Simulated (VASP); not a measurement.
Input of a VASP 6.6.1 run:

The input INCAR:

```
SYSTEM = Si2B3
  ALGO = Normal
  EDIFF = 1E-7
  EDIFFG = -0.08
  ENCUT = 500
  GGA = PE
  GGA_COMPAT = .FALSE.
  IBRION = 2
  ISIF = 3
  ISMEAR = 0
  LASPH = .TRUE.
  LCHARG = .FALSE.
  LREAL = .FALSE.
  LWAVE = .FALSE.
  NELM = 120
  NELMIN = 4
  NSW = 36
  PREC = Accurate
  SIGMA = 0.2
```

File KPOINTS:

```
k-points
0
G
  4 4 4
  0 0 0
```

File POSCAR:

```
Si2B3
1.0
    4.0342546100      0.0000000000      0.0000000000
    0.0000000000      4.0342546100      0.0000000000
    0.0000000000      0.0000000000      3.9343376600
Si B
2 3
Direct
    0.0000000000      0.5000000000      0.5000000000
    0.5000000000      0.0000000000      0.5000000000
    0.5000000000      0.5000000000      0.8457674500
    0.5000000000      0.5000000000      0.1542325500
    0.5000000000      0.5000000000      0.5000000000
```

Potentials or basis: VASP PAW PBE potentials, release 64 (Si, B).

Command:

```console
$ cat potpaw_PBE.64/Si/POTCAR potpaw_PBE.64/B/POTCAR > POTCAR
$ mpirun -np 1 vasp_std > vasp.out
```

(1) What does it give for the space group after relaxing (to 0.05 Å)?

(2) Estimate the relaxed volume.

(3) Estimate the relaxed cell.

## Answers

(1) P4/mmm (No. 123).

(2) 18.14 Å³/atom.

(3) a = 4.405 Å, b = 4.405 Å, c = 4.674 Å, α = 90.00°, β = 90.00°, γ = 90.00°.

Caveat: the k points lie up to 0.36 Å⁻¹ apart in the final cell; the volume moved by over 15 % at a fixed basis, so the end points are rough.
